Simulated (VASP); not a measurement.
Set up this calculation in VASP 6.6.1, as the native input.

| Item | Value |
| --- | --- |
| Task | single point |
| Functional | LDA |
| Potentials or basis | VASP PAW LDA potentials, release 64 (Cd, Te) |
| Cutoff | 520 eV |
| k mesh | 4 × 4 × 4 |
| Occupations | gaussian, width 0.01 eV |
| Spin | no spin polarisation |
| Dipole correction | no |
| Further INCAR settings | ALGO = Normal; EDIFF = 1e-07; NBANDS = 16 |

The structure of CdTe lies in POSCAR:

```
CdTe
1.0
    0.0000000000      3.2799012449      3.2799012449
    3.2799012449      0.0000000000      3.2799012449
    3.2799012449      3.2799012449      0.0000000000
Cd Te
1 1
Direct
    0.0000000000      0.0000000000      0.0000000000
    0.2500000000      0.2500000000      0.2500000000
```

These files were run (other wordings do the same):

INCAR

```
  PREC = Accurate
  ENCUT = 520
  EDIFF = 1E-7
  ISMEAR = 0
  SIGMA = 0.01
  LREAL = False
  LASPH = True
  NELM = 60
  ALGO = Normal
  ISIF = 2
  LWAVE = False
  LCHARG = False
  NBANDS = 16
```

KPOINTS

```
Automatic mesh
0
Gamma
  4 4 4
```

Potentials or basis: VASP PAW LDA potentials, release 64 (Cd, Te).

Launch:

```console
$ cat potpaw_LDA.64/Cd/POTCAR potpaw_LDA.64/Te/POTCAR > POTCAR
$ mpirun -np 1 vasp_std > vasp.out
```

Results of the run:

* Pressure: -2.3 GPa
* Band gap on the k mesh: 0.42 eV

Caveat: spin-orbit coupling is left out, which moves the levels of the heavy elements.

It took 8.4 s on 1 thread of AMD EPYC 7R13 Processor (Zen 3) (shared host), peak memory 0.14 GiB.
